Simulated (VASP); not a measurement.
**Os: single point with PBEsol**

The system is Os.

```
Os
1.0
     0.00000    2.24534    1.45947
     2.24534    0.00000    1.45947
     2.24534    2.24534    0.00000
Os
1
Direct
  0.00000 0.00000 0.00000
```

This cell differs from its parent crystal: ratio of the length along z to the lengths across it x 0.65, volume and fractional coordinates fixed.

* Program: VASP 6.6.1
* Task: single point
* Functional: PBEsol
* Potentials or basis: VASP PAW PBE potentials, release 64 (Os)
* Cutoff: 520 eV
* k mesh: 24 × 24 × 24
* Occupations: gaussian, width 0.15 eV
* Spin: no spin polarisation

- Pressure: -9.0 GPa
- Band gap on the k mesh: zero (bands 4 and 5 overlap by 4.38 eV)

Stress tensor (GPa, compression positive):
```
 -3.48   0.00   0.00
  0.00  -3.48   0.00
  0.00   0.00 -20.17
```

Levels at points of the mesh, in eV from the Fermi level:
```
           k point  band 2  band 3  band 4  band 5  band 6  band 7
(0.00, 0.00, 0.00)   -3.89   -2.82   -2.82   -0.78    0.52   15.73
(0.50, 0.00, 0.00)   -5.58   -0.20    0.07    1.28    3.17    9.05
(0.50, 0.50, 0.00)   -7.06    2.31    2.31    2.60    6.96    6.96
(0.50, 0.00, 0.50)   -4.50   -1.07   -0.63    0.14    3.05    8.27
```

Wall time 3.5 min on 1 thread of Intel Xeon 8259CL, with other jobs on the host, peak memory 0.28 GiB.

Caveat: the stress differs along the axes, from -20 to -3 GPa; the PAW data sets were made with another functional, which shifts forces and pressure a little; spin-orbit coupling is left out, which moves the levels of the heavy elements.
